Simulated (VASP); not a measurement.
# Ti (Immm) in VASP: notebook, part 2 of 2

VASP 6.6.1. The steps go on from the part before.

## 4. Single point, PBE (uniaxial strain along a: -2.0 %, then relaxed in part)

Contents of INCAR:

```
PREC = Accurate ; ENCUT = 520
EDIFF = 1E-6 ; ISMEAR = 0
SIGMA = 0.1 ; LREAL = False
LASPH = True ; NELM = 80
ALGO = Fast ; ISIF = 2
LWAVE = False ; LCHARG = False
GGA = PE ; NBANDS = 19
```

Contents of KPOINTS:

```
regular mesh
0
Gamma
  14 14 10
```

Contents of POSCAR:

```
Ti
1.0
    2.0148971638      2.0148971638      0.0000000000
   -2.0478751183      2.0478751183      0.0000000000
    0.0000000000      0.0000000000      4.1879787422
Ti
2
Direct
    0.0000000000      0.0000000000      0.0000000000
    0.5000000000      0.5000000000      0.5000000000
```

Potentials or basis: VASP PAW PBE potentials, release 64 (Ti_sv).

On the command line:

```
$ cat potpaw_PBE.64/Ti_sv/POTCAR > POTCAR
$ mpirun -np 1 vasp_std > vasp.out
```

OUTCAR:

```text
PREC = Accurate
   ENCUT = 520
   EDIFF = 1E-6
   ISMEAR = 0
   LREAL = False
   LASPH = True
   NELM = 80
   ISIF = 2
   GGA = PE

 ion  position               nearest neighbor table
   1  0.000  0.000  0.000-   2 2.92   2 2.92   2 2.92   2 2.92   2 2.92   2 2.92   2 2.92   2 2.92

   2  0.500  0.500  0.500-   1 2.92   1 2.92   1 2.92   1 2.92   1 2.92   1 2.92   1 2.92   1 2.92

  LATTYP: Found a simple orthorhombic cell.
 ALAT       =     2.8494948958
 B/A-ratio  =     1.0163670658
 C/A-ratio  =     1.4697267043

  Lattice vectors:

 A1 = (   2.0148971638,   2.0148971638,   0.0000000000)
 A2 = (  -2.0478751183,   2.0478751183,   0.0000000000)
 A3 = (   0.0000000000,   0.0000000000,   4.1879787422)

Analysis of symmetry for initial positions (statically):
=====================================================================
 Subroutine PRICEL returns following result:

  LATTYP: Found a body centered orthorhombic cell.
 ALAT       =     2.8494948958
 B/A-ratio  =     1.0163670658
 C/A-ratio  =     1.4697267043

  Lattice vectors:

 A1 = (   0.0164889772,  -2.0313861411,  -2.0939893711)
 A2 = (  -0.0164889772,   2.0313861411,  -2.0939893711)
 A3 = (   2.0313861411,  -0.0164889772,   2.0939893711)

   2 primitive cells build up your supercell.

 Routine SETGRP: Setting up the symmetry group for a
 simple orthorhombic supercell.

 Subroutine GETGRP returns: Found  8 space group operations
 (whereof  8 operations were pure point group operations)
 out of a pool of  8 trial point group operations.

The static configuration has the point symmetry D_2h.

Analysis of symmetry for dynamics (positions and initial velocities):
=====================================================================
 Subroutine PRICEL returns following result:

  LATTYP: Found a body centered orthorhombic cell.
 ALAT       =     2.8494948958
 B/A-ratio  =     1.0163670658
 C/A-ratio  =     1.4697267043

  Lattice vectors:

 A1 = (   0.0164889772,  -2.0313861411,  -2.0939893711)
 A2 = (  -0.0164889772,   2.0313861411,  -2.0939893711)
 A3 = (   2.0313861411,  -0.0164889772,   2.0939893711)

   2 primitive cells build up your supercell.

 Routine SETGRP: Setting up the symmetry group for a
 simple orthorhombic supercell.

 Subroutine GETGRP returns: Found  8 space group operations
 (whereof  8 operations were pure point group operations)
 out of a pool of  8 trial point group operations.

The dynamic configuration has the point symmetry D_2h.

 Subroutine INISYM returns: Found  8 space group operations
 (whereof  8 operations are pure point group operations),
 and found     2 'primitive' translations

----------------------------------------------------------------------------------------

                                     Primitive cell

  volume of cell :      17.2807

  direct lattice vectors                    reciprocal lattice vectors
     0.016488977 -2.031386141 -2.093989371     0.244155513 -0.244155513 -0.238778671
    -0.016488977  2.031386141 -2.093989371     0.248151622  0.248151622 -0.238778671
     2.031386141 -0.016488977  2.093989371     0.492307135  0.003996109  0.000000000

  length of vectors
     2.917463458  2.917463458  2.917463458     0.419808388  0.424468738  0.492323353

  position of ions in fractional coordinates (direct lattice)
     0.000000000  0.000000000  0.000000000

  ion indices of the primitive-cell ions
   primitive index   ion index
                 1           1

----------------------------------------------------------------------------------------

 KPOINTS: regular mesh

Automatic generation of k-mesh.
 Grid dimensions read from file:
 generate k-points for:   14   14   10

 Generating k-lattice:

  Cartesian coordinates                     Fractional coordinates (reciprocal lattice)
     0.017725116  0.017725116  0.000000000     0.071428571  0.000000000  0.000000000
    -0.017439679  0.017439679  0.000000000     0.000000000  0.071428571  0.000000000
     0.000000000  0.000000000  0.023877867     0.000000000  0.000000000  0.100000000

  Length of vectors
     0.025067099  0.024663431  0.023877867

  Shift w.r.t. Gamma in fractional coordinates (k-lattice)
     0.000000000  0.000000000  0.000000000

 Subroutine IBZKPT returns following result:
 ===========================================

 Found    384 irreducible k-points:

 Following reciprocal coordinates:
            Coordinates               Weight
  0.000000  0.000000  0.000000      1.000000
  0.071429  0.000000  0.000000      2.000000
  0.142857  0.000000  0.000000      2.000000
  0.214286  0.000000  0.000000      2.000000
  0.285714  0.000000  0.000000      2.000000
  0.357143  0.000000  0.000000      2.000000
[... 16 lines left out ...]
  0.428571  0.142857  0.000000      4.000000
  0.500000  0.142857  0.000000      2.000000
 [... further k-points ...]
   k-points           NKPTS =    384   k-points in BZ     NKDIM =    384   number of bands    NBANDS=     19
   number of dos      NEDOS =    301   number of ions     NIONS =      2
   total plane-waves  NPLWV =  18432
   dimension x,y,z NGX =    24 NGY =   24 NGZ =   32
   dimension x,y,z NGXF=    48 NGYF=   48 NGZF=   64
   ions per type =               2
   NGX,Y,Z   is equivalent  to a cutoff of  14.00, 13.78, 12.70 a.u.
   NGXF,Y,Z  is equivalent  to a cutoff of  28.00, 27.55, 25.41 a.u.
 SYSTEM =  unknown system
   PREC   = accura    normal or accurate (medium, high low for compatibility)
   ISTART =      0    job   : 0-new  1-cont  2-samecut
   ICHARG =      2    charge: 1-file 2-atom 10-const
   ISPIN  =      1    spin polarized calculation?
   LNONCOLLINEAR =      F non collinear calculations
   LSORBIT =      F    spin-orbit coupling
   LASPH  =      T    aspherical Exc in radial PAW
   ENCUT  =  520.0 eV  38.22 Ry    6.18 a.u.   5.30  5.38  7.79*2*pi/ulx,y,z
   NELM   =     80;   NELMIN=  2; NELMDL= -5     # of ELM steps
   EDIFF  = 0.1E-05   stopping-criterion for ELM
   LREAL  =      F    real-space projection
[... 7 lines left out ...]
   TEBEG  =    0.0;   TEEND  =   0.0 temperature during run
   PSTRESS=    0.0 pullay stress
   NELECT =      24.0000    total number of electrons
   NUPDOWN=      -1.0000    fix difference up-down
   EMIN   =  10.00;   EMAX   =-10.00  energy-range for DOS
   EFERMI =   0.00;   METHOD = LEGACY
   ISMEAR =     0;   SIGMA  =   0.10  broadening in eV -4-tet -1-fermi 0-gaus
   EFERMI_NEDOS =   21; number of points for ismear=-14 and -15
   IALGO  =     68    algorithm
   IMIX   =      4    mixing-type and parameters
     AMIX     =   0.40;   BMIX     =  1.00
     AMIX_MAG =   1.60;   BMIX_MAG =  1.00
  volume/ion in A,a.u.               =      17.28       116.62
  Fermi-wavevector in a.u.,A,eV,Ry     =   1.449712  2.739558 28.594874  2.101664
  Thomas-Fermi vector in A             =   2.567407
   LORBIT       =      0    0 simple, 1 ext, 2 COOP (PROOUT), +10 PAW based schemes
   GGA     = PE    functional components
   LHFCALC =     F    Hartree Fock is set to
   AEXX    =    0.0000 exact exchange contribution
   IVDW    =     0    specifies the selected vdW correction
   LEPSILON=     F    determine dielectric tensor
   LRPA    =     F    only Hartree local field effects (RPA)
 non-spin polarized calculation
 RMM-DIIS sequential band-by-band and
 Gauss-broadening in eV      SIGMA  =   0.10
  energy-cutoff  :      520.00
  volume of cell :       34.56
 maximum number of plane-waves:       947
 NGX is ok and might be reduce to    24
   NGX = 11   NGY = 11   NGZ = 15

 number of electron      24.0000001 magnetization

 Free energy of the ion-electron system (eV)
  ---------------------------------------------------
  ext. energy  EPLUGINS =         0.00000000
  ---------------------------------------------------
  free energy    TOTEN  =       -15.56077905 eV

  energy without entropy =      -15.54450038  energy(sigma->0) =      -15.55263971

 E-fermi :   8.2715     XC(G=0): -11.5227

 val. band max:        8.2695778833   @ k =   0.2857   0.1429   0.3000
 cond. band min:       8.2720397562   @ k =   0.0714   0.2143   0.3000
 fundamental gap:      0.0024618729
 Fermi energy:         8.2714963881

 k-point     1 :       0.0000    0.0000    0.0000
  band No.  band energies     occupation
      1     -48.4307      2.00000
      2     -48.2758      2.00000
      3     -24.9140      2.00000
      4     -24.5149      2.00000
      5     -24.4812      2.00000
      6     -24.2927      2.00000
[... 505 lines left out ...]
      6     -24.5483      2.00000
[... 11 lines left out ...]
     18      10.9878      0.00000
     19      13.1197      0.00000

 [... further k-points ...]

------------------------ aborting loop because EDIFF is reached ----------------------------------------

  FORCE on cell =-STRESS in cart. coord.  units (eV):
  Direction    XX          YY          ZZ          XY          YZ          ZX
  --------------------------------------------------------------------------------------
  -------------------------------------------------------------------------------------
  Total        0.1412912      0.1412912     -0.0681798      0.2063725      0.0000000      0.0000000
  in kB        6.5499049      6.5499049     -3.1606414      9.5669086      0.0000000      0.0000000
  external PRESSURE =       3.3130561 kB  Pullay stress =       0.0000000 kB

 VOLUME and BASIS-vectors are now :
 -----------------------------------------------------------------------------
  energy-cutoff  :      520.00
  volume of cell :       34.56
      direct lattice vectors                 reciprocal lattice vectors
     2.014897164  2.014897164  0.000000000     0.248151622  0.248151622  0.000000000
    -2.047875118  2.047875118  0.000000000    -0.244155513  0.244155513  0.000000000
     0.000000000  0.000000000  4.187978742     0.000000000  0.000000000  0.238778671

 POSITION                                       TOTAL-FORCE (eV/Angst)
 -----------------------------------------------------------------------------------
      0.00000      0.00000      0.00000        -0.000000      0.000000      0.000000
     -0.01649      2.03139      2.09399         0.000000     -0.000000     -0.000000
 -----------------------------------------------------------------------------------
    total drift:                               -0.000000      0.000000     -0.000000

  FREE ENERGIE OF THE ION-ELECTRON SYSTEM (eV)
  ---------------------------------------------------
  free  energy   TOTEN  =       -15.5607790486 eV

  energy  without entropy=      -15.5445003808  energy(sigma->0) =      -15.55263971
```

stdout:

```text
POSCAR found type information on POSCAR Ti
 POSCAR found :  1 types and       2 ions
 scaLAPACK will be used
 LDA part: xc-table for (Slater+PW92), standard interpolation
 POSCAR, INCAR and KPOINTS ok, starting setup
 FFT: planning ... GRIDC
 FFT: planning ... GRID_SOFT
 FFT: planning ... GRID
 WAVECAR not read
 entering main loop
WARNING in EDDRMM: call to ZHEGV failed, returncode =   6  3      5
WARNING in EDDRMM: call to ZHEGV failed, returncode =   6  3     10
WARNING in EDDRMM: call to ZHEGV failed, returncode =   6  3      9
WARNING in EDDRMM: call to ZHEGV failed, returncode =   6  3     12
WARNING in EDDRMM: call to ZHEGV failed, returncode =   6  3      9
WARNING in EDDRMM: call to ZHEGV failed, returncode =   6  3      9
WARNING in EDDRMM: call to ZHEGV failed, returncode =   6  3      9
WARNING in EDDRMM: call to ZHEGV failed, returncode =   6  3     14
WARNING in EDDRMM: call to ZHEGV failed, returncode =   6  3      9
WARNING in EDDRMM: call to ZHEGV failed, returncode =   6  3     16
WARNING in EDDRMM: call to ZHEGV failed, returncode =   6  3     12
WARNING in EDDRMM: call to ZHEGV failed, returncode =   6  3     13
WARNING in EDDRMM: call to ZHEGV failed, returncode =   6  3     10
WARNING in EDDRMM: call to ZHEGV failed, returncode =   8  4     12
```

It took 6.6 min on 1 thread of Intel Xeon 6975P-C, shared host; peak memory 0.31 GiB.

Results:

* Free energy: -15.5608 eV
* Pressure: 0.3 GPa
* Band gap on the k mesh: zero (band 12 reaches 9.05 eV, above the bottom of band 13 at 7.79 eV)

Stress tensor (GPa, compression positive):
```
 0.65  0.96  0.00
 0.96  0.65  0.00
 0.00  0.00 -0.32
```

Caveat: the cell differs from its parent crystal (uniaxial strain along a: -2.0 %, then relaxed in part).

## 5. Single point, PBE (uniaxial strain along a: +2.0 %, then relaxed in part)

Contents of INCAR:

```
SYSTEM = Ti
  ALGO = Fast
  EDIFF = 1E-7
  ENCUT = 520
  GGA = PE
  ISIF = 2
  ISMEAR = 0
  LASPH = .True.
  LCHARG = .False.
  LREAL = .False.
  LWAVE = .False.
  NBANDS = 19
  NELM = 60
  PREC = Accurate
  SIGMA = 0.1
```

Contents of KPOINTS:

```
k-points
0
Gamma
  14 14 10
  0 0 0
```

Contents of POSCAR:

```
Ti
1.0
    2.0971378644      2.0971378644      0.0000000000
   -2.0627177572      2.0627177572      0.0000000000
    0.0000000000      0.0000000000      4.0395086116
Ti
2
Direct
    0.0000000000      0.0000000000      0.0000000000
    0.5000000000      0.5000000000      0.5000000000
```

On the command line:

```
$ cat potpaw_PBE.64/Ti_sv/POTCAR > POTCAR
$ mpirun -np 1 vasp_std > vasp.out
```

Run time: 9.8 min. Hardware: 1 thread of Intel Xeon 6975P-C, shared host; peak memory 0.32 GiB.

The run converged. Its results:

```
Free energy            : -15.5596 eV
Pressure               : -0.9 GPa
Band gap on the k mesh : zero (band 12 reaches 8.95 eV, above the bottom of band 13 at 7.72 eV)
```

Stress tensor (GPa, compression positive):
```
-1.18 -0.87  0.00
-0.87 -1.18  0.00
 0.00  0.00 -0.29
```

Levels at points of the mesh, in eV from the Fermi level:
| k point | band 10 | band 11 | band 12 | band 13 | band 14 | band 15 |
| --- | --- | --- | --- | --- | --- | --- |
| (0.00, 0.00, 0.00) | -2.53 | -1.73 | 0.72 | 0.88 | 1.02 | 2.36 |
| (0.50, 0.00, 0.00) | -2.24 | -0.21 | -0.21 | -0.05 | -0.05 | 1.73 |
| (0.00, 0.50, 0.00) | -2.12 | -0.24 | -0.24 | 0.05 | 0.05 | 1.56 |
| (0.50, 0.50, 0.00) | -2.55 | -1.66 | -1.66 | 2.64 | 2.64 | 3.53 |
| (0.00, 0.00, 0.50) | -3.72 | -0.53 | -0.53 | 1.33 | 1.33 | 1.87 |
| (0.50, 0.00, 0.50) | -2.58 | 0.55 | 0.55 | 0.72 | 0.72 | 0.84 |
| (0.00, 0.50, 0.50) | -2.56 | 0.55 | 0.55 | 0.69 | 0.69 | 0.94 |
| (0.50, 0.50, 0.50) | -1.44 | -0.45 | -0.45 | -0.37 | -0.37 | 2.17 |

Caveat: the cell differs from its parent crystal (uniaxial strain along a: +2.0 %, then relaxed in part).

## 6. Single point, PBE (uniaxial strain along a: +2.0 %)

Contents of INCAR:

```
PREC = Accurate
ENCUT = 520
EDIFF = 1E-7
ISMEAR = 0
SIGMA = 0.1
LREAL = F
LASPH = T
NELM = 100
ALGO = Fast
ISIF = 2
LWAVE = F
LCHARG = F
GGA = PE
NBANDS = 19
```

Contents of KPOINTS:

```
regular mesh
0
Gamma
  14 14 10
```

Contents of POSCAR:

```
Ti
1.0
    2.0971378644      2.0971378644      0.0000000000
   -2.0457374265      2.0457374265      0.0000000000
    0.0000000000      0.0000000000      4.0914748531
Ti
2
Direct
    0.0000000000      0.0000000000      0.0000000000
    0.5000000000      0.5000000000      0.5000000000
```

Potentials or basis: VASP PAW PBE potentials, release 64 (Ti_sv).

On the command line:

```
$ cat potpaw_PBE.64/Ti_sv/POTCAR > POTCAR
$ mpirun -np 1 vasp_std > vasp.out
```

It took 9.1 min on 1 thread of Intel Xeon 6975P-C, shared host; peak memory 0.31 GiB.

Results (log left out):

- Free energy: -15.5582 eV
- Pressure: -1.3 GPa
- Band gap on the k mesh: zero (band 12 reaches 8.90 eV, above the bottom of band 13 at 7.68 eV)

Stress tensor (GPa, compression positive):
```
-1.44 -1.35  0.00
-1.35 -1.44  0.00
 0.00  0.00 -1.05
```

Levels at points of the mesh, in eV from the Fermi level:
| k point | band 8 | band 9 | band 10 | band 11 | band 12 | band 13 | band 14 | band 15 | band 16 | band 17 |
| --- | --- | --- | --- | --- | --- | --- | --- | --- | --- | --- |
| (0.00, 0.00, 0.00) | -32.59 | -6.07 | -2.53 | -1.70 | 0.71 | 0.92 | 0.96 | 2.42 | 2.53 | 2.94 |
| (0.50, 0.00, 0.00) | -32.67 | -2.23 | -2.23 | -0.26 | -0.26 | -0.07 | -0.07 | 1.78 | 1.78 | 2.38 |
| (0.00, 0.50, 0.00) | -32.70 | -2.06 | -2.06 | -0.30 | -0.30 | 0.07 | 0.07 | 1.54 | 1.54 | 2.28 |
| (0.50, 0.50, 0.00) | -32.82 | -2.54 | -2.54 | -1.67 | -1.67 | 2.72 | 2.72 | 3.50 | 3.50 | 3.77 |
| (0.00, 0.00, 0.50) | -32.70 | -3.76 | -3.76 | -0.55 | -0.55 | 1.23 | 1.23 | 1.87 | 1.87 | 2.05 |
| (0.50, 0.00, 0.50) | -32.67 | -2.58 | -2.58 | 0.50 | 0.50 | 0.74 | 0.74 | 0.83 | 0.83 | 3.43 |
| (0.00, 0.50, 0.50) | -32.69 | -2.55 | -2.55 | 0.58 | 0.58 | 0.72 | 0.72 | 0.88 | 0.88 | 3.52 |
| (0.50, 0.50, 0.50) | -32.84 | -1.47 | -1.47 | -0.46 | -0.46 | -0.33 | -0.33 | 2.13 | 2.13 | 3.76 |

Caveat: the cell differs from its parent crystal (uniaxial strain along a: +2.0 %).

## 7. Summary

| cell | further INCAR settings | gap on the mesh (eV) | pressure (GPa) |
| --- | --- | --- | --- |
| a = 2.791, b = 2.893, c = 4.251 Å, 2 atoms | ALGO = Fast; EDIFF = 1e-06; NBANDS = 19 | none | 0.6 |
| a = 2.849, b = 2.922, c = 4.133 Å, 2 atoms | ALGO = Fast; EDIFF = 1e-06; NBANDS = 19 | none | 0.7 |
| a = 2.849, b = 2.896, c = 4.188 Å, 2 atoms | ALGO = Fast; EDIFF = 1e-06; NBANDS = 19 | none | 0.3 |
| a = 2.966, b = 2.917, c = 4.040 Å, 2 atoms | ALGO = Fast; EDIFF = 1e-07; NBANDS = 19 | none | -0.9 |
| a = 2.966, b = 2.893, c = 4.091 Å, 2 atoms | ALGO = Fast; EDIFF = 1e-07; NBANDS = 19 | none | -1.3 |

Alike in all rows: task single point; level PBE; potentials or basis VASP PAW PBE potentials, release 64 (Ti_sv); no spin polarisation; k mesh 14 × 14 × 10; cutoff (eV) 520; smearing gaussian 0.1 eV.

Absolute energies hang on the potentials; compare differences alone.
